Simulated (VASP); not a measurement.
A run of VASP 6.6.1 is set up as follows.

Contents of INCAR:

```
SYSTEM = LuGeO
PREC     = Accurate       ! precision mode
ENCUT    = 600            ! plane-wave cutoff, eV
EDIFF    = 1E-7           ! SCF threshold, eV
ISMEAR   = 0              ! smearing method
SIGMA    = 0.1            ! smearing width, eV
LREAL    = .FALSE.        ! projectors in reciprocal space
LASPH    = .TRUE.         ! aspherical terms in the spheres
NELM     = 100            ! most SCF steps
ALGO     = Normal         ! electronic algorithm
ISIF     = 3              ! what is computed and relaxed
LWAVE    = .FALSE.        ! write WAVECAR
LCHARG   = .FALSE.        ! write CHGCAR
GGA      = PE             ! functional
IBRION   = 2              ! ionic algorithm
NSW      = 100            ! ionic steps
EDIFFG   = -0.01          ! ionic threshold
```

The input KPOINTS:

```
regular mesh
0
G
  12 12 12
  0 0 0
```

Contents of POSCAR:

```
LuGeO
1.0
    3.9295215203      0.0000000000      0.0000000000
   -1.9647607602      3.4030654613      0.0000000000
    0.0000000000      0.0000000000      3.7894410601
Lu Ge O
1 1 1
Direct
    0.6666666667      0.3333333333      0.0000000000
    0.0000000000      0.0000000000      0.5000000000
    0.3333333333      0.6666666667      0.5000000000
```

Potentials or basis: VASP PAW PBE potentials, release 64 (Lu, Ge_d, O).

Launch:

```console
$ cat potpaw_PBE.64/Lu/POTCAR potpaw_PBE.64/Ge_d/POTCAR potpaw_PBE.64/O/POTCAR > POTCAR
$ mpirun -np 1 vasp_std > vasp.out
```

Estimate the relaxed cell.

a = 4.095 Å, b = 4.095 Å, c = 3.453 Å, α = 90.00°, β = 90.00°, γ = 120.00°.

Predict the space group after relaxing (to 0.1 Å).

P-6m2 (No. 187).

Final structure:
```
Lu Ge O
1.0
     4.09491    0.00000    0.00000
    -2.04745    3.54629    0.00000
     0.00000    0.00000    3.45332
Lu Ge O
1 1 1
Direct
  0.66667 0.33333 0.00000
  0.00000 0.00000 0.50000
  0.33333 0.66667 0.50000
```

Caveat: an odd number of electrons without spin polarisation forces a metal; a magnetic or distorted state may lie lower.
